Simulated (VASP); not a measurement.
# CoSn (k07) (P6/mmm) in VASP: single point with PBE

Aim: the single point of CoSn (k07) with PBE.

Everything below comes from runs of VASP 6.6.1. Logs are shortened: lines on timing, memory, paths and dates and some standing lists are left out, and cuts for length are marked.

### 1 The cell of the first run

It takes space group P6/mmm (No. 191, hexagonal). The conventional cell has a = 5.296 Å, b = 5.296 Å, c = 4.232 Å, α = 90.00°, β = 90.00°, γ = 120.00°. Within 3.4 Å of Co (site symmetry mmm) lie 6 Sn at 2.61 to 2.65 Å and 4 Co at 2.65 Å. Sn (site symmetry -6m2) has 6 Co at 2.61 Å and 3 Sn at 3.06 Å within 3.4 Å. Sn (site symmetry 6/mmm) has 6 Co at 2.65 Å within 3.5 Å.

### 2 Single point, PBE

INCAR reads:

```
PREC = Accurate ; ENCUT = 520
EDIFF = 1E-6 ; ISMEAR = 0
SIGMA = 0.1 ; LREAL = False
LASPH = True ; NELM = 80
ALGO = Fast ; ISIF = 2
LWAVE = False ; LCHARG = True
GGA = PE ; LELF = True
LVHAR = True ; NBANDS = 44
```

KPOINTS reads:

```
regular mesh
0
Gamma
  12 12 12
```

POSCAR reads:

```
CoSn
1.0
    5.2958725249      0.0000000000      0.0000000000
   -2.6479362624      4.5863601417      0.0000000000
    0.0000000000      0.0000000000      4.2317794222
Co Sn
3 3
Direct
    0.0000000000      0.5000000000      0.0000000000
    0.5000000000      0.5000000000      0.0000000000
    0.5000000000      0.0000000000      0.0000000000
    0.6666666667      0.3333333333      0.5000000000
    0.3333333333      0.6666666667      0.5000000000
    0.0000000000      0.0000000000      0.0000000000
```

Potentials or basis: VASP PAW PBE potentials, release 64 (Co, Sn_d).

Started as:

```
> cat potpaw_PBE.64/Co/POTCAR potpaw_PBE.64/Sn_d/POTCAR > POTCAR
> mpirun -np 1 vasp_std > vasp.out
```

OUTCAR:

```text
PREC = Accurate
   ENCUT = 520
   EDIFF = 1E-6
   ISMEAR = 0
   LREAL = False
   LASPH = True
   NELM = 80
   ISIF = 2
   GGA = PE

 ion  position               nearest neighbor table
   1  0.000  0.500  0.000-   4 2.61   5 2.61   4 2.61   5 2.61   6 2.65   6 2.65   3 2.65   3 2.65
                             2 2.65   2 2.65
   2  0.500  0.500  0.000-   4 2.61   5 2.61   4 2.61   5 2.61   3 2.65   3 2.65   6 2.65   6 2.65
                             1 2.65   1 2.65
   3  0.500  0.000  0.000-   4 2.61   5 2.61   4 2.61   5 2.61   2 2.65   2 2.65   1 2.65   1 2.65
                             6 2.65   6 2.65
   4  0.667  0.333  0.500-   3 2.61   3 2.61   1 2.61   1 2.61   2 2.61   2 2.61   5 3.06   5 3.06
                             5 3.06   6 3.72   6 3.72   6 3.72   6 3.72   6 3.72   6 3.72
   5  0.333  0.667  0.500-   3 2.61   3 2.61   1 2.61   1 2.61   2 2.61   2 2.61   4 3.06   4 3.06
                             4 3.06   6 3.72   6 3.72   6 3.72   6 3.72   6 3.72   6 3.72
   6  0.000  0.000  0.000-   1 2.65   1 2.65   2 2.65   2 2.65   3 2.65   3 2.65   5 3.72   4 3.72
                             5 3.72   4 3.72   4 3.72   4 3.72   5 3.72   5 3.72   4 3.72   5 3.72

  LATTYP: Found a hexagonal cell.
 ALAT       =     5.2958725249
 C/A-ratio  =     0.7990712394

  Lattice vectors:

 A1 = (   5.2958725249,   0.0000000000,   0.0000000000)
 A2 = (  -2.6479362624,   4.5863601417,   0.0000000000)
 A3 = (   0.0000000000,   0.0000000000,   4.2317794222)

Analysis of symmetry for initial positions (statically):
=====================================================================
 Subroutine PRICEL returns:
 Original cell was already a primitive cell.

 Routine SETGRP: Setting up the symmetry group for a
 hexagonal supercell.

 Subroutine GETGRP returns: Found 24 space group operations
 (whereof 24 operations were pure point group operations)
 out of a pool of 24 trial point group operations.

The static configuration has the point symmetry D_6h.

Analysis of symmetry for dynamics (positions and initial velocities):
=====================================================================
 Subroutine PRICEL returns:
 Original cell was already a primitive cell.

 Routine SETGRP: Setting up the symmetry group for a
 hexagonal supercell.

 Subroutine GETGRP returns: Found 24 space group operations
 (whereof 24 operations were pure point group operations)
 out of a pool of 24 trial point group operations.

The dynamic configuration has the point symmetry D_6h.

 Subroutine INISYM returns: Found 24 space group operations
 (whereof 24 operations are pure point group operations),
 and found     1 'primitive' translations

----------------------------------------------------------------------------------------

                                     Primitive cell

  volume of cell :     102.7848

  direct lattice vectors                    reciprocal lattice vectors
     5.295872525  0.000000000  0.000000000     0.188826297  0.109018914  0.000000000
    -2.647936262  4.586360142  0.000000000     0.000000000  0.218037827  0.000000000
     0.000000000  0.000000000  4.231779422     0.000000000  0.000000000  0.236307213

  length of vectors
     5.295872525  5.295872525  4.231779422     0.218037827  0.218037827  0.236307213

  position of ions in fractional coordinates (direct lattice)
     0.000000000  0.500000000  0.000000000
     0.500000000  0.500000000  0.000000000
     0.500000000  0.000000000  0.000000000
     0.666666667  0.333333333  0.500000000
     0.333333333  0.666666667  0.500000000
     0.000000000  0.000000000  0.000000000

  ion indices of the primitive-cell ions
   primitive index   ion index
                 1           1
                 2           2
                 3           3
                 4           4
                 5           5
                 6           6

----------------------------------------------------------------------------------------

 KPOINTS: regular mesh

Automatic generation of k-mesh.
 Grid dimensions read from file:
 generate k-points for:   12   12   12

 Generating k-lattice:

  Cartesian coordinates                     Fractional coordinates (reciprocal lattice)
     0.015735525  0.009084909  0.000000000     0.083333333  0.000000000  0.000000000
     0.000000000  0.018169819  0.000000000     0.000000000  0.083333333  0.000000000
     0.000000000  0.000000000  0.019692268     0.000000000  0.000000000  0.083333333

  Length of vectors
     0.018169819  0.018169819  0.019692268

  Shift w.r.t. Gamma in fractional coordinates (k-lattice)
     0.000000000  0.000000000  0.000000000

 Subroutine IBZKPT returns following result:
 ===========================================

 Found    133 irreducible k-points:

 Following reciprocal coordinates:
            Coordinates               Weight
  0.000000  0.000000  0.000000      1.000000
  0.083333  0.000000  0.000000      6.000000
  0.166667 -0.000000  0.000000      6.000000
  0.250000  0.000000  0.000000      6.000000
  0.333333  0.000000  0.000000      6.000000
  0.416667  0.000000  0.000000      6.000000
[... 16 lines left out ...]
  0.250000  0.000000  0.083333     12.000000
  0.333333  0.000000  0.083333     12.000000
 [... further k-points ...]
   k-points           NKPTS =    133   k-points in BZ     NKDIM =    133   number of bands    NBANDS=     44
   number of dos      NEDOS =    301   number of ions     NIONS =      6
   total plane-waves  NPLWV =  51200
   dimension x,y,z NGX =    40 NGY =   40 NGZ =   32
   dimension x,y,z NGXF=    80 NGYF=   80 NGZF=   64
   ions per type =               3   3
   NGX,Y,Z   is equivalent  to a cutoff of  12.56, 12.56, 12.57 a.u.
   NGXF,Y,Z  is equivalent  to a cutoff of  25.11, 25.11, 25.14 a.u.
 SYSTEM =  unknown system
   PREC   = accura    normal or accurate (medium, high low for compatibility)
   ISTART =      0    job   : 0-new  1-cont  2-samecut
   ICHARG =      2    charge: 1-file 2-atom 10-const
   ISPIN  =      1    spin polarized calculation?
   LNONCOLLINEAR =      F non collinear calculations
   LSORBIT =      F    spin-orbit coupling
   LASPH  =      T    aspherical Exc in radial PAW
   ENCUT  =  520.0 eV  38.22 Ry    6.18 a.u.   9.85  9.85  7.87*2*pi/ulx,y,z
   NELM   =     80;   NELMIN=  2; NELMDL= -5     # of ELM steps
   EDIFF  = 0.1E-05   stopping-criterion for ELM
   LREAL  =      F    real-space projection
   EDIFFG = 0.1E-04   stopping-criterion for IOM
   NSW    =      0    number of steps for IOM
   IBRION =     -1    ionic relax: 0-MD 1-quasi-New 2-CG
   NFREE  =      0    steps in history (QN), initial steepest desc. (CG)
   ISIF   =      2    stress and relaxation
   ISYM   =      2    0-nonsym 1-usesym 2-fastsym
   POTIM  = 0.5000    time-step for ionic-motion
   TEBEG  =    0.0;   TEEND  =   0.0 temperature during run
   PSTRESS=    0.0 pullay stress
   NELECT =      69.0000    total number of electrons
   NUPDOWN=      -1.0000    fix difference up-down
   EMIN   =  10.00;   EMAX   =-10.00  energy-range for DOS
   EFERMI =   0.00;   METHOD = LEGACY
   ISMEAR =     0;   SIGMA  =   0.10  broadening in eV -4-tet -1-fermi 0-gaus
   EFERMI_NEDOS =   21; number of points for ismear=-14 and -15
   IALGO  =     68    algorithm
   IMIX   =      4    mixing-type and parameters
     AMIX     =   0.40;   BMIX     =  1.00
     AMIX_MAG =   1.60;   BMIX_MAG =  1.00
  volume/ion in A,a.u.               =      17.13       115.60
  Fermi-wavevector in a.u.,A,eV,Ry     =   1.433447  2.708822 27.956846  2.054770
  Thomas-Fermi vector in A             =   2.552964
   LORBIT       =      0    0 simple, 1 ext, 2 COOP (PROOUT), +10 PAW based schemes
   GGA     = PE    functional components
   LHFCALC =     F    Hartree Fock is set to
   AEXX    =    0.0000 exact exchange contribution
   IVDW    =     0    specifies the selected vdW correction
   LEPSILON=     F    determine dielectric tensor
   LRPA    =     F    only Hartree local field effects (RPA)
 non-spin polarized calculation
 RMM-DIIS sequential band-by-band and
 Gauss-broadening in eV      SIGMA  =   0.10
  energy-cutoff  :      520.00
  volume of cell :      102.78
 maximum number of plane-waves:      2790
 NGX is ok and might be reduce to    40
   NGX = 19   NGY = 19   NGZ = 15

 number of electron      69.0000014 magnetization

 Free energy of the ion-electron system (eV)
  ---------------------------------------------------
  ext. energy  EPLUGINS =         0.00000000
  ---------------------------------------------------
  free energy    TOTEN  =       -33.24977335 eV

  energy without entropy =      -33.23267175  energy(sigma->0) =      -33.24122255

 E-fermi :   9.7653     XC(G=0): -11.7041

 val. band max:        9.7525949412   @ k =   0.0833   0.0000   0.3333
 cond. band min:       9.7707522212   @ k =   0.2500   0.1667   0.3333
 fundamental gap:      0.0181572800
 Fermi energy:         9.7652517085

 k-point     1 :       0.0000    0.0000    0.0000
  band No.  band energies     occupation
      1     -11.7560      2.00000
      2     -11.6442      2.00000
      3     -11.6442      2.00000
      4     -11.6229      2.00000
      5     -11.6229      2.00000
      6     -11.5216      2.00000
[... 36 lines left out ...]
     43      15.6185      0.00000
     44      16.2995      0.00000

 k-point     2 :       0.0833    0.0000    0.0000
  band No.  band energies     occupation
      1     -11.7555      2.00000
      2     -11.6448      2.00000
      3     -11.6443      2.00000
      4     -11.6288      2.00000
      5     -11.6261      2.00000
      6     -11.5324      2.00000
[... 36 lines left out ...]
     43      15.4884      0.00000
     44      15.5217      0.00000

 k-point     3 :       0.1667   -0.0000    0.0000
  band No.  band energies     occupation
      1     -11.7541      2.00000
      2     -11.6463      2.00000
      3     -11.6440      2.00000
      4     -11.6424      2.00000
      5     -11.6347      2.00000
      6     -11.5429      2.00000
[... 36 lines left out ...]
     43      14.7926      0.00000
     44      15.2864      0.00000

 k-point     4 :       0.2500    0.0000    0.0000
  band No.  band energies     occupation
      1     -11.7523      2.00000
      2     -11.6576      2.00000
      3     -11.6482      2.00000
      4     -11.6463      2.00000
      5     -11.6430      2.00000
      6     -11.5483      2.00000
[... 882 lines left out ...]
     43      14.5448      0.00000
     44      16.1001      0.00000

 k-point    23 :       0.2500    0.0000    0.0833
  band No.  band energies     occupation
      1     -11.7513      2.00000
      2     -11.6609      2.00000
      3     -11.6511      2.00000
      4     -11.6446      2.00000
      5     -11.6382      2.00000
      6     -11.5474      2.00000
[... 36 lines left out ...]
     43      14.3344      0.00000
     44      15.8811      0.00000

 k-point    24 :       0.3333    0.0000    0.0833
  band No.  band energies     occupation
      1     -11.7496      2.00000
      2     -11.6727      2.00000
      3     -11.6587      2.00000
      4     -11.6475      2.00000
      5     -11.6398      2.00000
      6     -11.5495      2.00000
[... 36 lines left out ...]
     43      14.2567      0.00000
     44      15.6626      0.00000

 [... further k-points ...]
[... 5 lines left out ...]
  --------------------------------------------------------------------------------------
  -------------------------------------------------------------------------------------
  Total       -0.0360247     -0.0360247     -0.1029276     -0.0000000      0.0000000      0.0000000
  in kB       -0.5615416     -0.5615416     -1.6044037     -0.0000000      0.0000000      0.0000000
  external PRESSURE =      -0.9091623 kB  Pullay stress =       0.0000000 kB

 VOLUME and BASIS-vectors are now :
 -----------------------------------------------------------------------------
  energy-cutoff  :      520.00
  volume of cell :      102.78
      direct lattice vectors                 reciprocal lattice vectors
     5.295872525  0.000000000  0.000000000     0.188826297  0.109018914  0.000000000
    -2.647936262  4.586360142  0.000000000     0.000000000  0.218037827  0.000000000
     0.000000000  0.000000000  4.231779422     0.000000000  0.000000000  0.236307213

 POSITION                                       TOTAL-FORCE (eV/Angst)
 -----------------------------------------------------------------------------------
     -1.32397      2.29318      0.00000        -0.000000      0.000000      0.000000
      1.32397      2.29318      0.00000        -0.000000      0.000000      0.000000
      2.64794      0.00000      0.00000        -0.000000      0.000000      0.000000
      2.64794      1.52879      2.11589         0.000000      0.000000     -0.000000
     -0.00000      3.05757      2.11589         0.000000     -0.000000      0.000000
      0.00000      0.00000      0.00000        -0.000000      0.000000      0.000000
 -----------------------------------------------------------------------------------
    total drift:                               -0.000000      0.000000     -0.000000

  FREE ENERGIE OF THE ION-ELECTRON SYSTEM (eV)
  ---------------------------------------------------
  free  energy   TOTEN  =       -33.2497733506 eV

  energy  without entropy=      -33.2326717500  energy(sigma->0) =      -33.24122255
```

It took 7.4 min on 1 thread of Oxide Virtual Turin-like, shared host; peak memory 0.53 GiB.

Results:

| Item | Value |
| --- | --- |
| Free energy | -33.2498 eV |
| Pressure | -0.1 GPa |

Stress tensor (GPa, compression positive):
```
-0.06  0.00  0.00
 0.00 -0.06  0.00
 0.00  0.00 -0.16
```

Levels at points of the mesh, in eV from the Fermi level:
| k point | band 30 | band 31 | band 32 | band 33 | band 34 | band 35 | band 36 | band 37 | band 38 | band 39 |
| --- | --- | --- | --- | --- | --- | --- | --- | --- | --- | --- |
| (0.00, 0.00, 0.00) | -0.45 | -0.44 | -0.44 | -0.41 | -0.41 | 0.50 | 0.57 | 1.34 | 1.34 | 2.90 |
| (0.50, 0.00, 0.00) | -0.93 | -0.64 | -0.42 | -0.42 | 0.70 | 0.99 | 1.62 | 1.76 | 2.43 | 3.27 |
| (0.00, 0.00, 0.50) | -0.93 | -0.93 | -0.51 | -0.49 | -0.49 | -0.40 | -0.40 | -0.13 | 0.50 | 1.18 |
| (0.50, 0.00, 0.50) | -1.19 | -0.94 | -0.69 | -0.49 | -0.44 | -0.40 | -0.15 | 0.42 | 1.23 | 3.89 |

Caveat: spin-orbit coupling is left out, which moves the levels of the heavy elements.
